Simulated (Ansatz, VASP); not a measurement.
**MnS: VASP beside Ansatz**

File INCAR:

```
ALGO     = Normal         # electronic algorithm
EDIFF    = 1E-6           # SCF threshold, eV
ENCUT    = 520            # plane-wave cutoff, eV
GGA      = PS             # functional
ISIF     = 2              # what is computed and relaxed
ISMEAR   = 0              # smearing method
ISPIN    = 2              # spin polarisation
LASPH    = T              # aspherical terms in the spheres
LCHARG   = F              # write CHGCAR
LMAXMIX  = 4              # l up to which the mixer works
LORBIT   = 11             # projections on sites
LREAL    = F              # projectors in reciprocal space
LWAVE    = F              # write WAVECAR
MAGMOM   = 4.29 0         # initial moments
NBANDS   = 20             # bands
NELM     = 150            # most SCF steps
PREC     = Accurate       # precision mode
SIGMA    = 0.1            # smearing width, eV
```

KPOINTS

```
k-points
0
Gamma
  14 14 14
```

Contents of POSCAR:

```
MnS
1.0
    0.0000000000      2.6179659839      2.6179659839
    2.6179659839      0.0000000000      2.6179659839
    2.6179659839      2.6179659839      0.0000000000
Mn S
1 1
Direct
    0.0000000000      0.0000000000      0.0000000000
    0.2500000000      0.2500000000      0.2500000000
```

Input for Ansatz:

```yaml
crystal:
  lattice:
    - [0.0, 2.6179659839, 2.6179659839]
    - [2.6179659839, 0.0, 2.6179659839]
    - [2.6179659839, 2.6179659839, 0.0]
  atoms:
    - { symbol: Mn, position: [0.0, 0.0, 0.0], spin: 4.29 }
    - { symbol: S, position: [0.25, 0.25, 0.25] }
basis:
  ecutwfc: 420
kpoints:
  mp_grid: { grid: [14, 14, 14] }
hamiltonian:
  xc: pbesol
scf:
  occupations: { method: gaussian, width: 0.1 }
output:
  forces: true
  stress: true
  eigenvalues: true
  populations: true
magnetization:
  spin_polarized: true
```

Alike in both runs: task single point; functional PBEsol; k mesh 14 × 14 × 14; occupations gaussian, width 0.1 eV; collinear spin.

```csv
,VASP,Ansatz
version,VASP 6.6.1,Ansatz 0.2.0
potentials or method,"VASP PAW PBE potentials, release 64 (Mn_pv, S), cutoff 520 eV","scalar-relativistic, plane waves, PAW"
valence electrons in the cell,19,21
```

Ansatz gave:

* gap on the k mesh at the Fermi level (eV): none
* pressure (GPa): 4.0
* net moment per atom (μB): 1.95
* size of the moment on the site where the two differ most (μB): 3.33

Problem. What did VASP give for the same quantities?

Solution. gap on the k mesh at the Fermi level (eV): none; pressure (GPa): 4.3; net moment per atom (μB): 1.95; size of the moment on the site where the two differ most (μB): 3.58.

VASP's potentials were made for PBE, not for PBEsol. Site moments also hang on the region over which each program counts them. A gap of «none» marks a metal or a gap that the smearing closes. With one functional, cell and mesh, what is left measures potentials, basis and numerics. VASP's potentials hold 19 valence electrons a cell and Ansatz's 21, so a difference there can come from the potentials and not from the codes.
